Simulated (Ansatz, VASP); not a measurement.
**KF in VASP and in Ansatz**

Contents of INCAR:

```
PREC     = Accurate       # precision mode
ENCUT    = 520            # plane-wave cutoff, eV
EDIFF    = 1E-6           # SCF threshold, eV
ISMEAR   = -1             # smearing method
SIGMA    = 0.01           # smearing width, eV
LREAL    = False          # projectors in reciprocal space
LASPH    = True           # aspherical terms in the spheres
NELM     = 100            # most SCF steps
ALGO     = Normal         # electronic algorithm
ISIF     = 2              # what is computed and relaxed
LWAVE    = False          # write WAVECAR
LCHARG   = False          # write CHGCAR
GGA      = PS             # functional
NBANDS   = 15             # bands
```

The input KPOINTS:

```
Automatic mesh
0
Gamma
  9 9 9
```

Contents of POSCAR:

```
KF
1.0
    0.0000000000      2.6735000000      2.6467650000
    2.6735000000      0.0000000000      2.6467650000
    2.6735000000      2.6735000000      0.0000000000
K F
1 1
Direct
    0.0000000000      0.0000000000      0.0000000000
    0.5000000000      0.5000000000      0.5000000000
```

Input for Ansatz:

```yaml
crystal:
  lattice:
    - [0.0, 2.6735, 2.646765]
    - [2.6735, 0.0, 2.646765]
    - [2.6735, 2.6735, 0.0]
  atoms:
    - { symbol: K, position: [0.0, 0.0, 0.0] }
    - { symbol: F, position: [0.5, 0.5, 0.5] }
kpoints:
  mp_grid: { grid: [9, 9, 9] }
  band_path:
    path:
      - [0.0, 0.0, 0.0]
      - [0.0, 0.5, 0.5]
      - [0.25, 0.75, 0.5]
      - [0.0, 0.5, 0.0]
      - [0.0, 0.0, 0.0]
      - [0.5, 0.5, 0.0]
      - [0.3775380063, 0.6224619937, 0.0]
      - [-0.3775380063, 0.3775380063, 0.0]
      - [0.0, 0.0, 0.0]
    npoints: 5
scf:
  occupations: { method: fermi_dirac, width: 0.01 }
hamiltonian:
  xc: pbesol
  pseudopotentials: { kind: all_electron, lapw: { basis_error: 0.001 } }
output:
  forces: true
  stress: true
  eigenvalues: true
```

Change from the starting cell: zz strain of -1 %.

Alike in both runs: task single point; functional PBEsol; k mesh 9 × 9 × 9; occupations fermi-dirac, width 0.01 eV; no spin polarisation.

|  | VASP | Ansatz |
| --- | --- | --- |
| version | VASP 6.6.1 | Ansatz 0.2.0 |
| potentials or method | VASP PAW PBE potentials, release 64 (K_sv, F), cutoff 520 eV | all-electron LAPW, scalar-relativistic |

Ansatz gave:

* gap on the k mesh at the Fermi level (eV): 6.07
* pressure (GPa): -0.4
* traceless stress, the component that is largest in VASP (GPa): 0.35

**Question.** Estimate VASP's values.

**Answer.** gap on the k mesh at the Fermi level (eV): 6.06; pressure (GPa): -0.4; traceless stress, the component that is largest in VASP (GPa): 0.36.

VASP's potentials were made for PBE, not for PBEsol. Ansatz ran all-electron here, and VASP with PAW potentials.
